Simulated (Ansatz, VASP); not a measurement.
Two plane-wave programs on Mg3BiSb

Contents of INCAR:

```
PREC = Accurate
ENCUT = 520
EDIFF = 1E-6
ISMEAR = 0
SIGMA = 0.01
LREAL = Auto
LASPH = True
NELM = 60
ALGO = Normal
ISIF = 2
LWAVE = False
LCHARG = True
GGA = PS
LELF = True
LVHAR = True
NBANDS = 52
```

The input KPOINTS:

```
regular mesh
0
Gamma
  2 2 2
```

The input POSCAR:

```
Mg3BiSb
1.0
    0.0000000000      0.0026569319      7.2682503122
    6.8988701977      3.9881547663      0.0014603990
   -6.8988701977      3.9881547663      0.0014603990
Mg Bi Sb
9 3 3
Direct
    0.6316219506      0.3333224939      0.3369042664
    0.6316219506      0.6702375997     -0.0000108394
    0.6316562972     -0.0029069598      0.6637597069
    0.3726385805      0.3296660343      0.9963327010
    0.3708444159      0.6696940213      0.6668243586
    0.3708444159      0.0001576919      0.3363606880
   -0.0016840760     -0.0091516223     -0.0101443529
   -0.0016840760      0.3231889804      0.6575150443
   -0.0018179341      0.6856140407      0.3522807073
    0.2175773647      0.3338712421      0.3324317563
    0.2175773647      0.6657650896      0.0005379087
    0.7847108178      0.3339122444      1.0005789110
    0.2274178976      0.0007677121      0.6674343788
    0.7743375152      0.6662034382      0.6663246602
    0.7743375152     -0.0003420064      0.3328701048
```

Input for Ansatz:

```yaml
crystal:
  lattice:
    - [0.0, 0.0026569319, 7.2682503122]
    - [6.8988701977, 3.9881547663, 0.001460399]
    - [-6.8988701977, 3.9881547663, 0.001460399]
  atoms:
    - { symbol: Mg, position: [0.6316219506, 0.3333224939, 0.3369042664] }
    - { symbol: Mg, position: [0.6316219506, 0.6702375997, -1.08394e-05] }
    - { symbol: Mg, position: [0.6316562972, -0.0029069598, 0.6637597069] }
    - { symbol: Mg, position: [0.3726385805, 0.3296660343, 0.996332701] }
    - { symbol: Mg, position: [0.3708444159, 0.6696940213, 0.6668243586] }
    - { symbol: Mg, position: [0.3708444159, 0.0001576919, 0.336360688] }
    - { symbol: Mg, position: [-0.001684076, -0.0091516223, -0.0101443529] }
    - { symbol: Mg, position: [-0.001684076, 0.3231889804, 0.6575150443] }
    - { symbol: Mg, position: [-0.0018179341, 0.6856140407, 0.3522807073] }
    - { symbol: Bi, position: [0.2175773647, 0.3338712421, 0.3324317563] }
    - { symbol: Bi, position: [0.2175773647, 0.6657650896, 0.0005379087] }
    - { symbol: Sb, position: [0.2274178976, 0.0007677121, 0.6674343788] }
    - { symbol: Bi, position: [0.7847108178, 0.3339122444, 1.000578911] }
    - { symbol: Sb, position: [0.7743375152, 0.6662034382, 0.6663246602] }
    - { symbol: Sb, position: [0.7743375152, -0.0003420064, 0.3328701048] }
basis:
  ecutwfc: 420
kpoints:
  mp_grid: { grid: [2, 2, 2] }
  band_path:
    path:
      - [0.0, 0.0, 0.0]
      - [0.0, -0.03125, 0.03125]
      - [0.335938, 0.166667, 0.416667]
    npoints: 1
hamiltonian:
  xc: pbesol
scf:
  occupations: { method: gaussian, width: 0.01 }
  n_extra_bands: 10
output:
  forces: true
  stress: true
  eigenvalues: true
```

Alike in both runs: task single point; functional PBEsol; k mesh 2 × 2 × 2; occupations gaussian, width 0.01 eV; no spin polarisation.

|  | VASP | Ansatz |
| --- | --- | --- |
| version | VASP 6.6.1 | Ansatz 0.2.0 |
| potentials or method | VASP PAW PBE potentials, release 64 (Mg, Bi_d, Sb), cutoff 520 eV | scalar-relativistic, plane waves, PAW |
| valence electrons in the cell | 78 | 180 |

VASP gave:

* gap on the k mesh at the Fermi level (eV): 0.19
* least direct gap on the mesh (eV): 0.19
* pressure (GPa): -0.1
* rms of the force components (eV/Å): 0.019

Problem. Estimate Ansatz's values.

Solution. gap on the k mesh at the Fermi level (eV): 0.21; least direct gap on the mesh (eV): 0.21; pressure (GPa): -0.1; rms of the force components (eV/Å): 0.016.

VASP's potentials were made for PBE, not for PBEsol. The functional is the same, so the differences come from potentials, cutoffs and numerics. VASP's potentials hold 78 valence electrons a cell and Ansatz's 180, so a difference there can come from the potentials and not from the codes.

The k mesh is coarse, so the values compare programs but aren't converged. Spin-orbit coupling is off throughout.
